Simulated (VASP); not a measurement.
Input of a VASP 6.6.1 run:

Contents of INCAR:

```
SYSTEM = W
PREC     = Accurate       ! precision mode
ENCUT    = 520            ! plane-wave cutoff, eV
EDIFF    = 1E-6           ! SCF threshold, eV
ISMEAR   = 0              ! smearing method
SIGMA    = 0.1            ! smearing width, eV
LREAL    = .False.        ! projectors in reciprocal space
LASPH    = .True.         ! aspherical terms in the spheres
NELM     = 100            ! most SCF steps
ALGO     = Normal         ! electronic algorithm
ISIF     = 2              ! what is computed and relaxed
LWAVE    = .False.        ! write WAVECAR
LCHARG   = .True.         ! write CHGCAR
GGA      = PS             ! functional
LELF     = .True.         ! ELF
LVHAR    = .True.       
NBANDS   = 36             ! bands
```

Contents of KPOINTS:

```
Automatic mesh
0
Gamma
  12 12 16
  0 0 0
```

Contents of POSCAR:

```
W
1.0
    2.1938822821     -4.9374910225      0.0000000000
    2.1938822821      4.9374910225      0.0000000000
    0.0000000000      0.0000000000      3.0444230595
W
4
Direct
    0.6333459228      0.3666540772      0.5000000000
    0.1333459228      0.8666540772      1.0000000000
    0.3666540772      0.6333459228      0.5000000000
    0.8666540772      0.1333459228      0.0000000000
```

Potentials or basis: VASP PAW PBE potentials, release 64 (W_sv).

The run is started by

```sh
$ cat potpaw_PBE.64/W_sv/POTCAR > POTCAR
$ mpirun -np 1 vasp_std > vasp.out
```

**Question.** Estimate the band gap on the k mesh.

**Answer.** Zero (band 28 reaches 12.08 eV, above the bottom of band 29 at 9.82 eV).

**Question.** Estimate the pressure.

**Answer.** 0.7 GPa.

Stress tensor (GPa, compression positive):
```
0.81 0.00 0.00
0.00 0.73 0.00
0.00 0.00 0.63
```

Caveat: the PAW data sets were made with another functional, which shifts forces and pressure a little; spin-orbit coupling is left out, which moves the levels of the heavy elements.
